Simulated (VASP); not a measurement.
# H in VASP: further runs

The runs below take H through single point, with PBEsol.

Program: VASP 6.6.1. These are calculated values, not measurements. Logs are shortened: lines on timing, memory, paths and dates and some standing lists are left out, and cuts for length are marked.

### 1 The cell of the first run

The typed cell holds 4 atoms: a = 3.213 Å, b = 3.156 Å, c = 6.293 Å, α = 89.97°, β = 90.19°, γ = 118.07°.

### 2 Single point, PBEsol

Input file INCAR:

```
PREC = Accurate
ENCUT = 500
EDIFF = 1E-6
ISMEAR = 0
SIGMA = 0.02
LREAL = False
LASPH = True
NELM = 120
ALGO = Normal
ISIF = 2
LWAVE = False
LCHARG = False
GGA = PS
NBANDS = 10
GGA_COMPAT = False
```

Input file KPOINTS:

```
Automatic mesh
0
Gamma
  1 1 1
```

Input file POSCAR:

```
H
1.0
    1.6658090373     -2.7469537335     -0.0052436491
    1.6113438920      2.7140848555      0.0007060932
   -0.0086892704      0.0068758389      6.2934434662
H
4
Direct
    0.5662535610      0.4206466936      0.9977276521
    0.4258355753      0.5462440783      0.0069937013
    0.4030250062      0.5602515494      0.5008543439
    0.5770581392      0.4048615582      0.5055121593
```

Potentials or basis: VASP PAW PBE potentials, release 64 (H).

Command:

```console
$ cat potpaw_PBE.64/H/POTCAR > POTCAR
$ mpirun -np 1 vasp_gam > vasp.out
```

OUTCAR:

```text
PREC = Accurate
   ENCUT = 500
   EDIFF = 1E-6
   ISMEAR = 0
   LREAL = False
   LASPH = True
   NELM = 120
   ISIF = 2
   GGA = PS

 ion  position               nearest neighbor table
   1  0.566  0.421  0.998-   2 0.73
   2  0.426  0.546  0.007-   1 0.73
   3  0.403  0.560  0.501-
   4  0.577  0.405  0.506-

  LATTYP: Found a triclinic cell.
 ALAT       =     3.2125849496
 B/A-ratio  =     0.9825023687
 C/A-ratio  =     1.9589997835
 COS(alpha) =     0.0004583037
 COS(beta)  =     0.0032823254
 COS(gamma) =     0.4705349376

  Lattice vectors:

 A1 = (   1.6658090373,  -2.7469537335,  -0.0052436491)
 A2 = (  -1.6113438920,  -2.7140848555,  -0.0007060932)
 A3 = (   0.0086892704,  -0.0068758389,  -6.2934434662)

Analysis of symmetry for initial positions (statically):
=====================================================================
 Subroutine PRICEL returns:
 Original cell was already a primitive cell.

 Routine SETGRP: Setting up the symmetry group for a
 triclinic supercell.

 Subroutine GETGRP returns: Found  1 space group operations
 (whereof  1 operations were pure point group operations)
 out of a pool of  2 trial point group operations.

The static configuration has the point symmetry C_1 .

Analysis of symmetry for dynamics (positions and initial velocities):
=====================================================================
 Subroutine PRICEL returns:
 Original cell was already a primitive cell.

 Routine SETGRP: Setting up the symmetry group for a
 triclinic supercell.

 Subroutine GETGRP returns: Found  1 space group operations
 (whereof  1 operations were pure point group operations)
 out of a pool of  2 trial point group operations.

The dynamic configuration has the point symmetry C_1 .

 Subroutine INISYM returns: Found  1 space group operations
 (whereof  1 operations are pure point group operations),
 and found     1 'primitive' translations

----------------------------------------------------------------------------------------

                                     Primitive cell

  volume of cell :      56.3100

  direct lattice vectors                    reciprocal lattice vectors
     1.665809037 -2.746953733 -0.005243649     0.303337511 -0.180090714  0.000615570
     1.611343892  2.714084855  0.000706093     0.307010522  0.186177051  0.000220479
    -0.008689270  0.006875839  6.293443466     0.000218293 -0.000170938  0.158896013

  length of vectors
     3.212584950  3.156372323  6.293453221     0.352770024  0.359050698  0.158896254

  position of ions in fractional coordinates (direct lattice)
     0.566253561  0.420646694  0.997727652
     0.425835575  0.546244078  0.006993701
     0.403025006  0.560251549  0.500854344
     0.577058139  0.404861558  0.505512159

  ion indices of the primitive-cell ions
   primitive index   ion index
                 1           1
                 2           2
                 3           3
                 4           4

----------------------------------------------------------------------------------------

 KPOINTS: Automatic mesh

Automatic generation of k-mesh.
 Grid dimensions read from file:
 generate k-points for:    1    1    1

 Generating k-lattice:

  Cartesian coordinates                     Fractional coordinates (reciprocal lattice)
     0.303337511 -0.180090714  0.000615570     1.000000000  0.000000000  0.000000000
     0.307010522  0.186177051  0.000220479    -0.000000000  1.000000000  0.000000000
     0.000218293 -0.000170938  0.158896013    -0.000000000 -0.000000000  1.000000000

  Length of vectors
     0.352770024  0.359050698  0.158896254

  Shift w.r.t. Gamma in fractional coordinates (k-lattice)
     0.000000000  0.000000000  0.000000000

 Subroutine IBZKPT returns following result:
 ===========================================

 Found      1 irreducible k-points:

 Following reciprocal coordinates:
            Coordinates               Weight
  0.000000  0.000000  0.000000      1.000000
   k-points           NKPTS =      1   k-points in BZ     NKDIM =      1   number of bands    NBANDS=     10
   number of dos      NEDOS =    301   number of ions     NIONS =      4
   total plane-waves  NPLWV =  27648
   dimension x,y,z NGX =    24 NGY =   24 NGZ =   48
   dimension x,y,z NGXF=    48 NGYF=   48 NGZF=   96
   ions per type =               4
   NGX,Y,Z   is equivalent  to a cutoff of  12.42, 12.64, 12.68 a.u.
   NGXF,Y,Z  is equivalent  to a cutoff of  24.84, 25.28, 25.36 a.u.
 SYSTEM =  unknown system
   PREC   = accura    normal or accurate (medium, high low for compatibility)
   ISTART =      0    job   : 0-new  1-cont  2-samecut
   ICHARG =      2    charge: 1-file 2-atom 10-const
   ISPIN  =      1    spin polarized calculation?
   LNONCOLLINEAR =      F non collinear calculations
   LSORBIT =      F    spin-orbit coupling
   LASPH  =      T    aspherical Exc in radial PAW
   ENCUT  =  500.0 eV  36.75 Ry    6.06 a.u.   5.86  5.75 11.47*2*pi/ulx,y,z
   NELM   =    120;   NELMIN=  2; NELMDL= -5     # of ELM steps
   EDIFF  = 0.1E-05   stopping-criterion for ELM
   LREAL  =      F    real-space projection
   EDIFFG = 0.1E-04   stopping-criterion for IOM
   NSW    =      0    number of steps for IOM
   IBRION =     -1    ionic relax: 0-MD 1-quasi-New 2-CG
   NFREE  =      0    steps in history (QN), initial steepest desc. (CG)
   ISIF   =      2    stress and relaxation
   ISYM   =      2    0-nonsym 1-usesym 2-fastsym
   POTIM  = 0.5000    time-step for ionic-motion
   TEBEG  =    0.0;   TEEND  =   0.0 temperature during run
   PSTRESS=    0.0 pullay stress
   NELECT =       4.0000    total number of electrons
   NUPDOWN=      -1.0000    fix difference up-down
   EMIN   =  10.00;   EMAX   =-10.00  energy-range for DOS
   EFERMI =   0.00;   METHOD = LEGACY
   ISMEAR =     0;   SIGMA  =   0.02  broadening in eV -4-tet -1-fermi 0-gaus
   EFERMI_NEDOS =   21; number of points for ismear=-14 and -15
   IALGO  =     38    algorithm
   IMIX   =      4    mixing-type and parameters
     AMIX     =   0.40;   BMIX     =  1.00
     AMIX_MAG =   1.60;   BMIX_MAG =  1.00
  volume/ion in A,a.u.               =      14.08        95.00
  Fermi-wavevector in a.u.,A,eV,Ry     =   0.678005  1.281244  6.254475  0.459691
  Thomas-Fermi vector in A             =   1.755781
   LORBIT       =      0    0 simple, 1 ext, 2 COOP (PROOUT), +10 PAW based schemes
   GGA     = PS    functional components
   LHFCALC =     F    Hartree Fock is set to
   AEXX    =    0.0000 exact exchange contribution
   IVDW    =     0    specifies the selected vdW correction
   LEPSILON=     F    determine dielectric tensor
   LRPA    =     F    only Hartree local field effects (RPA)
 non-spin polarized calculation
 Gauss-broadening in eV      SIGMA  =   0.02
  energy-cutoff  :      500.00
  volume of cell :       56.31
 maximum number of plane-waves:       707
 NGX is ok and might be reduce to    24
   NGX = 11   NGY = 11   NGZ = 23

 number of electron       4.0000000 magnetization

 Free energy of the ion-electron system (eV)
  ---------------------------------------------------
  ext. energy  EPLUGINS =         0.00000000
  ---------------------------------------------------
  free energy    TOTEN  =       -16.44772390 eV

  energy without entropy =      -16.44772390  energy(sigma->0) =      -16.44772390

 E-fermi :  -9.9142     XC(G=0):  -5.3592

 val. band max:      -10.0628141836   @ k =   0.0000   0.0000   0.0000
 cond. band min:       0.4323036780   @ k =   0.0000   0.0000   0.0000
 fundamental gap:     10.4951178616
 Fermi energy:        -9.9141592247

 k-point     1 :       0.0000    0.0000    0.0000
  band No.  band energies     occupation
      1     -10.9059      2.00000
      2     -10.0628      2.00000
      3       0.4323      0.00000
      4       3.6280      0.00000
      5       6.2521      0.00000
      6       8.0572      0.00000
      7       8.4973      0.00000
      8       9.6453      0.00000
      9      12.3398      0.00000
     10      12.6377      0.00000

------------------------ aborting loop because EDIFF is reached ----------------------------------------

  FORCE on cell =-STRESS in cart. coord.  units (eV):
  Direction    XX          YY          ZZ          XY          YZ          ZX
  --------------------------------------------------------------------------------------
  -------------------------------------------------------------------------------------
  Total       -8.8596007     -7.9319539      0.5249008     -0.1959757      0.2056709      0.0034350
  in kB     -252.0804807   -225.6863284     14.9348998     -5.5760575      5.8519141      0.0977358
  external PRESSURE =    -154.2773031 kB  Pullay stress =       0.0000000 kB

 VOLUME and BASIS-vectors are now :
 -----------------------------------------------------------------------------
  energy-cutoff  :      500.00
  volume of cell :       56.31
      direct lattice vectors                 reciprocal lattice vectors
     1.665809037 -2.746953733 -0.005243649     0.303337511 -0.180090714  0.000615570
     1.611343892  2.714084855  0.000706093     0.307010522  0.186177051  0.000220479
    -0.008689270  0.006875839  6.293443466     0.000218293 -0.000170938  0.158896013

 POSITION                                       TOTAL-FORCE (eV/Angst)
 -----------------------------------------------------------------------------------
      1.61241     -0.40694      6.27647         0.135048     -3.528647     -0.213959
      1.58949      0.31285      0.04217        -0.134747      3.528509      0.214737
      1.56977      0.41692      3.15038         0.040170     -0.355541      0.054970
      1.60925     -0.48285      3.17867        -0.040471      0.355680     -0.055748
 -----------------------------------------------------------------------------------
    total drift:                                0.000089      0.000112     -0.000011

  FREE ENERGIE OF THE ION-ELECTRON SYSTEM (eV)
  ---------------------------------------------------
  free  energy   TOTEN  =       -16.4477238973 eV

  energy  without entropy=      -16.4477238973  energy(sigma->0) =      -16.44772390
```

Run time: 5.3 s. Hardware: 1 thread of AMD EPYC 7R13, shared host; peak memory 0.11 GiB.

Results:

| Item | Value |
| --- | --- |
| Free energy | -16.4477 eV |
| Pressure | -15.4 GPa |
| Largest force | 3.538 eV/Å |
| Band gap on the k mesh | 10.50 eV |

Forces on the atoms (eV/Å):
```
H    0.135 -3.529 -0.214
H   -0.135  3.529  0.215
H    0.040 -0.356  0.055
H   -0.040  0.356 -0.056
```

Levels at points of the mesh, in eV from the valence-band top:
```
           k point  band 1  band 2  band 3  band 4  band 5  band 6
(0.00, 0.00, 0.00)   -0.84    0.00   10.50   13.69   16.31   18.12
```

Caveat: the k points lie up to 2.26 Å⁻¹ apart; the PAW data sets were made with another functional, which shifts forces and pressure a little.

### 3 Single point, PBEsol

Input file INCAR:

```
SYSTEM = H
  PREC = Accurate
  ENCUT = 500
  EDIFF = 1E-6
  ISMEAR = 0
  SIGMA = 0.02
  LREAL = .FALSE.
  LASPH = .TRUE.
  NELM = 120
  ALGO = Normal
  ISIF = 2
  LWAVE = .FALSE.
  LCHARG = .FALSE.
  GGA = PS
  NBANDS = 10
  GGA_COMPAT = .FALSE.
```

Input file KPOINTS:

```
regular mesh
0
G
  4 4 2
  0 0 0
```

POSCAR is that of step 2.

Potentials or basis: VASP PAW PBE potentials, release 64 (H).

Command:

```console
$ cat potpaw_PBE.64/H/POTCAR > POTCAR
$ mpirun -np 1 vasp_std > vasp.out
```

It took 15 s on 1 thread of AMD EPYC 7R13, shared host; peak memory 0.13 GiB.

It converged, with:

| Item | Value |
| --- | --- |
| Free energy | -12.7739 eV |
| Pressure | -1.9 GPa |
| Largest force | 3.062 eV/Å |
| Band gap on the k mesh | 6.78 eV |

Forces in eV/Å, atoms in the order of the input:
```
H    0.046 -1.051 -0.089
H   -0.046  1.051  0.089
H    0.135 -3.057  0.095
H   -0.135  3.057 -0.096
```

Stress tensor (GPa, compression positive):
```
-0.05  0.26 -0.02
 0.26 -5.86  0.42
-0.02  0.42  0.06
```

Levels at points of the mesh, in eV from the valence-band top:
```csv
k point,band 1,band 2,band 3,band 4,band 5,band 6,band 7
"(0.00, 0.00, 0.00)",-2.48,-1.60,8.43,11.97,14.48,16.59,16.68
"(0.50, 0.00, 0.00)",-1.32,-0.42,7.91,10.17,12.23,14.07,14.86
"(0.00, 0.50, 0.00)",-1.26,-0.37,8.16,10.42,12.38,14.24,14.28
"(0.50, 0.50, 0.00)",-1.02,0.00,6.78,8.98,12.84,14.06,14.81
"(0.00, 0.00, 0.50)",-2.29,-1.85,9.90,10.27,14.52,16.21,16.50
"(0.50, 0.00, 0.50)",-1.24,-0.53,8.34,9.21,13.69,13.96,14.80
"(0.00, 0.50, 0.50)",-1.19,-0.47,8.61,9.44,13.79,14.07,14.30
"(0.50, 0.50, 0.50)",-0.96,-0.08,7.06,8.33,14.07,14.14,16.87
```

Caveat: the k points lie up to 0.56 Å⁻¹ apart; the PAW data sets were made with another functional, which shifts forces and pressure a little.

### 4 Single point, PBEsol

This run uses another cell than the first one, of 14.22 Å³/atom, 1.010 times its volume.

Input file INCAR:

```
PREC = Accurate
ENCUT = 500
EDIFF = 1E-6
ISMEAR = 0
SIGMA = 0.1
LREAL = False
LASPH = True
NELM = 120
ALGO = Normal
ISIF = 2
LWAVE = False
LCHARG = False
GGA = PS
NBANDS = 10
GGA_COMPAT = False
```

Input file KPOINTS:

```
Automatic mesh
0
Gamma
  6 6 4
```

Input file POSCAR:

```
H
1.0
    1.6485318600     -2.7316882300      0.0000000000
    1.6485318600      2.7316882300      0.0000000000
    0.0000000000      0.0000000000      6.3137686200
H
4
Direct
    0.5678085000      0.4321915000      0.9995149500
    0.4321915000      0.5678085000      0.0004850500
    0.4321915000      0.5678085000      0.4995149500
    0.5678085000      0.4321915000      0.5004850500
```

Command:

```console
$ cat potpaw_PBE.64/H/POTCAR > POTCAR
$ mpirun -np 1 vasp_std > vasp.out
```

Run time: 28 s. Hardware: 1 thread of AMD EPYC 7R13, shared host; peak memory 0.13 GiB.

The run converged. Its results:

| Item | Value |
| --- | --- |
| Free energy | -13.0297 eV |
| Pressure | 0.8 GPa |
| Largest force | 0.629 eV/Å |
| Band gap on the k mesh | 8.21 eV |

Forces on the atoms (eV/Å):
```
H    0.000 -0.629 -0.005
H    0.000  0.629  0.005
H    0.000  0.629 -0.005
H    0.000 -0.629  0.005
```

Stress tensor (GPa, compression positive):
```
-0.05  0.00  0.00
 0.00  2.42  0.00
 0.00  0.00 -0.01
```

Levels at points of the mesh, in eV from the valence-band top:
```
           k point  band 1  band 2  band 3  band 4  band 5
(0.00, 0.00, 0.00)   -1.91   -1.21    9.23   12.34   16.72
(0.50, 0.00, 0.00)   -0.75   -0.26    9.13   11.34   13.05
(0.50, 0.50, 0.00)   -0.47    0.00    8.21   10.06   13.57
(0.00, 0.00, 0.50)   -1.58   -1.58   10.73   10.73   16.88
(0.50, 0.00, 0.50)   -0.52   -0.52    9.93    9.93   14.54
(0.50, 0.50, 0.50)   -0.24   -0.24    8.93    8.93   14.79
```

Caveat: the PAW data sets were made with another functional, which shifts forces and pressure a little.

(Part 1 of 2 ends here.)
